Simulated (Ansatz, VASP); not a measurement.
# Cs: VASP beside Ansatz

```xyz
2
Lattice="5.8237 0.0000 0.0000 -2.9119 5.0435 0.0000 0.0000 0.0000 9.5233" Properties=species:S:1:pos:R:3 pbc="T T T"
Cs    0.0000    3.3623    2.3808
Cs    2.9119    1.6812    7.1425
```

Alike in both runs: task single point; functional BLYP; k mesh 8 × 8 × 4; occupations fermi-dirac, width 0.1 eV; no spin polarisation.

```csv
,VASP,Ansatz
version,VASP 6.6.1,Ansatz 0.2.0
potentials or method,"VASP PAW PBE potentials, release 64 (Cs_sv), cutoff 520 eV","plane waves (420 eV) with PAW, scalar-relativistic"
valence electrons in the cell,18,18
```

```tsv
	VASP	Ansatz	Ansatz less VASP
pressure (GPa)	-0.1	-0.1	+0.01
```

VASP's potentials were made for PBE, not for BLYP.

Neither program's run includes spin-orbit coupling.
